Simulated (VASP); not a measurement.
# Li6ZnCl8 in VASP: notebook

Li6ZnCl8 is run at these levels: PBE; tasks: single point.

Program: VASP 6.6.1. These are calculated values, not measurements. Logs are shortened: lines on timing, memory, paths and dates and some standing lists are left out, and cuts for length are marked.

## 1. The cell of the first run

The cell holds a disordered packing, 15 atoms: a = 6.791 Å, b = 6.935 Å, c = 6.909 Å, α = 88.88°, β = 84.89°, γ = 90.74°.

## 2. Single point, PBE

The input, INCAR:

```
ALGO = Normal ; EDIFF = 1E-7
ENCUT = 520 ; GGA = PE
ISIF = 2 ; ISMEAR = -1
ISYM = 0 ; LASPH = True
LCHARG = False ; LREAL = Auto
LWAVE = False ; NBANDS = 56
NELM = 80 ; PREC = Accurate
SIGMA = 0.1379
```

The input, KPOINTS:

```
k-points
0
Gamma
  1 1 1
```

The input, POSCAR:

```
Li6ZnCl8
1.0
    6.7842910000     -0.0457590000      0.3057740000
   -0.0457590000      6.9340140000      0.0689130000
    0.3057740000      0.0689130000      6.9022230000
Zn Cl Li
1 8 6
Direct
    0.1079958461      0.6020129003      0.9610799540
    0.2187590041      0.1847094646      0.3684236660
    0.8524478174      0.3412087843      0.8146746201
    0.9284166557      0.8372449289      0.8857742304
    0.1452016781      0.6945549534      0.4058379795
    0.4056148362      0.8577230013      0.7560435622
    0.7070809479      0.0879598720      0.2481147670
    0.6752205634      0.5335100127      0.3131269928
    0.3719941096      0.4487392808      0.9250739802
    0.1417888477     -0.0261264556      1.1486414028
   -0.0024365192     -0.0206270173      0.5535172500
    0.9309753650      0.3545629364      0.4105341052
    0.6288066277      0.1840802712     -0.0127931598
    0.4506101096      0.5286697520      0.5873203352
    0.5038774801      0.8019539261      0.2919939441
```

Potentials or basis: VASP PAW PBE potentials, release 64 (Zn, Cl, Li_sv).

On the command line:

```console
$ cat potpaw_PBE.64/Zn/POTCAR potpaw_PBE.64/Cl/POTCAR potpaw_PBE.64/Li_sv/POTCAR > POTCAR
$ mpirun -np 1 vasp_gam > vasp.out
```

OUTCAR:

```text
EDIFF = 1E-7
   ENCUT = 520
   GGA = PE
   ISIF = 2
   ISMEAR = -1
   ISYM = 0
   LASPH = True
   LREAL = Auto
   NELM = 80
   PREC = Accurate

 ion  position               nearest neighbor table
   1  0.108  0.602  0.961-   9 2.09   4 2.13   3 2.76
   2  0.219  0.185  0.368-  10 2.22  12 2.29  11 2.33
   3  0.852  0.341  0.815-  13 2.12   1 2.76
   4  0.928  0.837  0.886-   1 2.13  11 2.48  10 2.61
   5  0.145  0.695  0.406-  11 2.43  15 2.59  10 2.60
   6  0.406  0.858  0.756-  14 2.59
   7  0.707  0.088  0.248-  13 2.03  15 2.40
   8  0.675  0.534  0.313-  15 2.22  12 2.29  14 2.32
   9  0.372  0.449  0.925-   1 2.09  14 2.40  13 2.60
  10  0.142  0.974  0.149-   2 2.22   5 2.60   4 2.61
  11  0.998  0.979  0.554-   2 2.33   5 2.43   4 2.48
  12  0.931  0.355  0.411-   8 2.29   2 2.29
  13  0.629  0.184  0.987-   7 2.03   3 2.12   9 2.60
  14  0.451  0.529  0.587-   8 2.32   9 2.40   6 2.59
  15  0.504  0.802  0.292-   8 2.22   7 2.40   5 2.59

IMPORTANT INFORMATION: All symmetrisations will be switched off!
NOSYMM: (Re-)initialisation of all symmetry stuff for point group C_1.

----------------------------------------------------------------------------------------

                                     Primitive cell

  volume of cell :     324.0000

  direct lattice vectors                    reciprocal lattice vectors
     6.784291000 -0.045759000  0.305774000     0.147701732  0.001039848 -0.006553687
    -0.045759000  6.934014000  0.068913000     0.001039848  0.144238243 -0.001486166
     0.305774000  0.068913000  6.902223000    -0.006553687 -0.001486166  0.145186031

  length of vectors
     6.791332417  6.934507411  6.909336371     0.147850714  0.144249648  0.145341471

  position of ions in fractional coordinates (direct lattice)
     0.107995846  0.602012900  0.961079954
     0.218759004  0.184709465  0.368423666
     0.852447817  0.341208784  0.814674620
     0.928416656  0.837244929  0.885774230
     0.145201678  0.694554953  0.405837979
     0.405614836  0.857723001  0.756043562
     0.707080948  0.087959872  0.248114767
     0.675220563  0.533510013  0.313126993
     0.371994110  0.448739281  0.925073980
     0.141788848  0.973873544  0.148641403
     0.997563481  0.979372983  0.553517250
     0.930975365  0.354562936  0.410534105
     0.628806628  0.184080271  0.987206840
     0.450610110  0.528669752  0.587320335
     0.503877480  0.801953926  0.291993944

  ion indices of the primitive-cell ions
   primitive index   ion index
                 1           1
                 2           2
                 3           3
                 4           4
                 5           5
                 6           6
                 7           7
                 8           8
                 9           9
                10          10
                11          11
                12          12
                13          13
                14          14
                15          15

----------------------------------------------------------------------------------------

 KPOINTS: k-points

Automatic generation of k-mesh.
 Grid dimensions read from file:
 generate k-points for:    1    1    1

 Generating k-lattice:

  Cartesian coordinates                     Fractional coordinates (reciprocal lattice)
     0.147701732  0.001039848 -0.006553687     1.000000000  0.000000000 -0.000000000
     0.001039848  0.144238243 -0.001486166    -0.000000000  1.000000000  0.000000000
    -0.006553687 -0.001486166  0.145186031    -0.000000000  0.000000000  1.000000000

  Length of vectors
     0.147850714  0.144249648  0.145341471

  Shift w.r.t. Gamma in fractional coordinates (k-lattice)
     0.000000000  0.000000000  0.000000000

 Subroutine IBZKPT returns following result:
 ===========================================

 Found      1 irreducible k-points:

 Following reciprocal coordinates:
            Coordinates               Weight
  0.000000  0.000000  0.000000      1.000000
   k-points           NKPTS =      1   k-points in BZ     NKDIM =      1   number of bands    NBANDS=     56
   number of dos      NEDOS =    301   number of ions     NIONS =     15
   total plane-waves  NPLWV = 157464
   dimension x,y,z NGX =    54 NGY =   54 NGZ =   54
   dimension x,y,z NGXF=   108 NGYF=  108 NGZF=  108
   ions per type =               1   8   6
   NGX,Y,Z   is equivalent  to a cutoff of  13.22, 12.95, 12.99 a.u.
   NGXF,Y,Z  is equivalent  to a cutoff of  26.44, 25.89, 25.99 a.u.
 SYSTEM =  unknown system
   PREC   = accura    normal or accurate (medium, high low for compatibility)
   ISTART =      0    job   : 0-new  1-cont  2-samecut
   ICHARG =      2    charge: 1-file 2-atom 10-const
   ISPIN  =      1    spin polarized calculation?
   LNONCOLLINEAR =      F non collinear calculations
   LSORBIT =      F    spin-orbit coupling
   LASPH  =      T    aspherical Exc in radial PAW
   ENCUT  =  520.0 eV  38.22 Ry    6.18 a.u.  12.63 12.89 12.85*2*pi/ulx,y,z
   NELM   =     80;   NELMIN=  2; NELMDL= -5     # of ELM steps
   EDIFF  = 0.1E-06   stopping-criterion for ELM
   LREAL  =      T    real-space projection
   EDIFFG = 0.1E-05   stopping-criterion for IOM
   NSW    =      0    number of steps for IOM
   IBRION =     -1    ionic relax: 0-MD 1-quasi-New 2-CG
   NFREE  =      0    steps in history (QN), initial steepest desc. (CG)
   ISIF   =      2    stress and relaxation
   ISYM   =      0    0-nonsym 1-usesym 2-fastsym
   POTIM  = 0.5000    time-step for ionic-motion
   TEBEG  =    0.0;   TEEND  =   0.0 temperature during run
   PSTRESS=    0.0 pullay stress
   NELECT =      86.0000    total number of electrons
   NUPDOWN=      -1.0000    fix difference up-down
   EMIN   =  10.00;   EMAX   =-10.00  energy-range for DOS
   EFERMI =   0.00;   METHOD = LEGACY
   ISMEAR =    -1;   SIGMA  =   0.14  broadening in eV -4-tet -1-fermi 0-gaus
   EFERMI_NEDOS =   21; number of points for ismear=-14 and -15
   IALGO  =     38    algorithm
   IMIX   =      4    mixing-type and parameters
     AMIX     =   0.40;   BMIX     =  1.00
     AMIX_MAG =   1.60;   BMIX_MAG =  1.00
  volume/ion in A,a.u.               =      21.60       145.76
  Fermi-wavevector in a.u.,A,eV,Ry     =   1.052106  1.988191 15.060644  1.106926
  Thomas-Fermi vector in A             =   2.187175
   LORBIT       =      0    0 simple, 1 ext, 2 COOP (PROOUT), +10 PAW based schemes
   GGA     = PE    functional components
   LHFCALC =     F    Hartree Fock is set to
   AEXX    =    0.0000 exact exchange contribution
   IVDW    =     0    specifies the selected vdW correction
   LEPSILON=     F    determine dielectric tensor
   LRPA    =     F    only Hartree local field effects (RPA)
 non-spin polarized calculation
  energy-cutoff  :      520.00
  volume of cell :      324.00
 maximum number of plane-waves:      4352
 NGX is ok and might be reduce to    50
   NGX = 25   NGY = 25   NGZ = 25

 number of electron      85.9999968 magnetization

 Free energy of the ion-electron system (eV)
  ---------------------------------------------------
  ext. energy  EPLUGINS =         0.00000000
  ---------------------------------------------------
  free energy    TOTEN  =       -47.35736510 eV

  energy without entropy =      -47.35711417  energy(sigma->0) =      -47.35723963

 E-fermi :   1.6080     XC(G=0):  -7.8237

 val. band max:        0.1666669501   @ k =   0.0000   0.0000   0.0000
 cond. band min:       3.0060369483   @ k =   0.0000   0.0000   0.0000
 fundamental gap:      2.8393699982
 Fermi energy:         1.6079973729

 k-point     1 :       0.0000    0.0000    0.0000
  band No.  band energies     occupation
      1     -45.2146      2.00000
      2     -44.9686      2.00000
      3     -44.6848      2.00000
      4     -44.6003      2.00000
      5     -44.4457      2.00000
      6     -43.9875      2.00000
[... 47 lines left out ...]
     54       7.9395      0.00000
     55       8.0640      0.00000
 [bands above 55 left out]

------------------------ aborting loop because EDIFF is reached ----------------------------------------

  FORCE on cell =-STRESS in cart. coord.  units (eV):
  Direction    XX          YY          ZZ          XY          YZ          ZX
  --------------------------------------------------------------------------------------
  -------------------------------------------------------------------------------------
  Total        4.4775007     11.2044507     -0.1151265     -2.7077461     -3.0593796     -0.6470678
  in kB       22.1412038     55.4059156     -0.5692998    -13.3897821    -15.1286066     -3.1997448
  external PRESSURE =      25.6592732 kB  Pullay stress =       0.0000000 kB

 VOLUME and BASIS-vectors are now :
 -----------------------------------------------------------------------------
  energy-cutoff  :      520.00
  volume of cell :      324.00
      direct lattice vectors                 reciprocal lattice vectors
     6.784291000 -0.045759000  0.305774000     0.147701732  0.001039848 -0.006553687
    -0.045759000  6.934014000  0.068913000     0.001039848  0.144238243 -0.001486166
     0.305774000  0.068913000  6.902223000    -0.006553687 -0.001486166  0.145186031

 POSITION                                       TOTAL-FORCE (eV/Angst)
 -----------------------------------------------------------------------------------
      0.99900      4.23565      6.70810        -0.627468     -0.130846     -0.582470
      1.58833      1.29616      2.62256        -0.195766      0.295801      0.249169
      6.01675      2.38308      5.90724         0.777044      0.149258     -1.155833
      6.53118      5.82403      6.45539        -0.196043      0.263765      0.797535
      1.07740      4.83738      2.89345         0.001334      0.090617     -0.757395
      2.94374      5.98100      5.40152         0.470323      0.792221     -0.310330
      4.86889      0.59466      1.93481         0.619222     -1.330343      1.169648
      4.65223      3.69005      2.40450        -0.344566      0.295030      0.336409
      2.78605      3.15829      6.52974         0.407095     -1.126833      0.623406
      0.96282      6.75661      1.13642        -0.485350     -0.031898     -0.375205
      6.89220      6.78348      4.19302         0.272806     -0.291406      0.314581
      6.42531      2.44423      3.14270        -0.134039      0.305539      0.182321
      4.55945      1.31567      7.01888        -0.792673      0.171321     -0.819854
      3.21247      3.68566      4.22803        -0.007637      0.214254      0.155597
      3.47104      5.55782      2.22475         0.235720      0.333522      0.172422
 -----------------------------------------------------------------------------------
    total drift:                                0.000641     -0.000888     -0.001969

  FREE ENERGIE OF THE ION-ELECTRON SYSTEM (eV)
  ---------------------------------------------------
  free  energy   TOTEN  =       -47.3573650953 eV

  energy  without entropy=      -47.3571141742  energy(sigma->0) =      -47.35723963
```

It took 30 s on 1 thread of AMD EPYC 7R43 (Zen 3), shared host; peak memory 0.31 GiB.

What came out:

```
Free energy   : -47.3574 eV
Largest force : 1.877 eV/Å
```

Forces in eV/Å, atoms in the order of the input:
```
Zn  -0.627 -0.131 -0.582
Cl  -0.196  0.296  0.249
Cl   0.777  0.149 -1.156
Cl  -0.196  0.264  0.798
Cl   0.001  0.091 -0.757
Cl   0.470  0.792 -0.310
Cl   0.619 -1.330  1.170
Cl  -0.345  0.295  0.336
Cl   0.407 -1.127  0.623
Li  -0.485 -0.032 -0.375
Li   0.273 -0.291  0.315
Li  -0.134  0.306  0.182
Li  -0.793  0.171 -0.820
Li  -0.008  0.214  0.156
Li   0.236  0.334  0.172
```

Caveat: the k points lie up to 0.93 Å⁻¹ apart; the cutoff is under 1.25 times the usual one of these potentials, so pressure, stress and relaxed cells hold a basis-set (Pulay) error; the atoms stand as in a frame of molecular dynamics.

## 3. Single point, PBE

The input, INCAR:

```
SYSTEM = Li6ZnCl8
ALGO = Normal ; EDIFF = 1E-6
ENCUT = 520 ; GGA = PE
ISIF = 2 ; ISMEAR = -1
ISYM = 0 ; LASPH = .True.
LCHARG = .True. ; LELF = .True.
LREAL = Auto ; LVHAR = .True.
LWAVE = .False. ; NBANDS = 56
NELM = 60 ; PREC = Accurate
SIGMA = 0.1379
```

The input, KPOINTS:

```
k-points
0
Gamma
  1 1 1
  0 0 0
```

The input, POSCAR:

```
Li6ZnCl8
1.0
    6.7842910000     -0.0457590000      0.3057740000
   -0.0457590000      6.9340140000      0.0689130000
    0.3057740000      0.0689130000      6.9022230000
Zn Cl Li
1 8 6
Direct
    0.0602848845      0.5200353400      0.9842010689
    0.1855562695      0.1823079651      0.4053500341
    0.8437879651      0.3540185706      0.7948597281
    1.0520677262      0.8725460981      0.9328531219
    0.1945302808      0.7141467426      0.3171970398
    0.5386643470      0.8484502591      0.7438910906
    0.6500930789      0.1310284359      0.2549533500
    0.7395401020      0.6229011054      0.3657311392
    0.3558555657      0.4094456385      0.9644741257
    0.0208646710     -0.0059996993      1.2632122409
    0.2246444620     -0.0823297438      0.6626340751
    1.0652920260      0.4543860933      0.4177174929
    0.7906896643      0.0772544478     -0.0274440825
    0.5099787204      0.4194241974      0.6260191806
    0.5083572270      0.8351975639      0.3881606850
```

Potentials or basis: VASP PAW PBE potentials, release 64 (Zn, Cl, Li_sv).

On the command line:

```console
$ cat potpaw_PBE.64/Zn/POTCAR potpaw_PBE.64/Cl/POTCAR potpaw_PBE.64/Li_sv/POTCAR > POTCAR
$ mpirun -np 1 vasp_gam > vasp.out
```

It took 34 s on 1 thread of AMD EPYC 7R43 (Zen 3), shared host; peak memory 0.32 GiB.

The run converged. Its results:

* Free energy: -47.9296 eV
* Largest force: 1.701 eV/Å

Forces on the atoms (eV/Å):
```
Zn  -0.732  0.648 -0.391
Cl   0.871  0.109  1.457
Cl   0.536  0.515 -0.089
Cl  -0.639 -0.395  0.375
Cl   1.035  0.798  0.372
Cl  -0.359  0.276 -0.462
Cl   0.480 -0.385  0.107
Cl   0.450 -1.191 -0.043
Cl  -0.006 -0.213 -0.064
Li  -1.039 -0.893 -0.357
Li   0.421  0.331 -0.553
Li  -1.210  0.083  0.517
Li  -0.633 -0.332 -0.659
Li   0.523  0.261 -0.051
Li   0.301  0.388 -0.158
```

Levels at points of the mesh, in eV from the Fermi level:
```tsv
k point	band 39	band 40	band 41	band 42	band 43	band 44	band 45	band 46	band 47	band 48
(0.00, 0.00, 0.00)	-1.98	-1.82	-1.69	-1.55	-1.29	1.26	3.36	4.41	4.92	5.40
```

Caveat: the k points lie up to 0.93 Å⁻¹ apart; the cutoff is under 1.25 times the usual one of these potentials, so pressure, stress and relaxed cells hold a basis-set (Pulay) error; the atoms stand as in a frame of molecular dynamics.
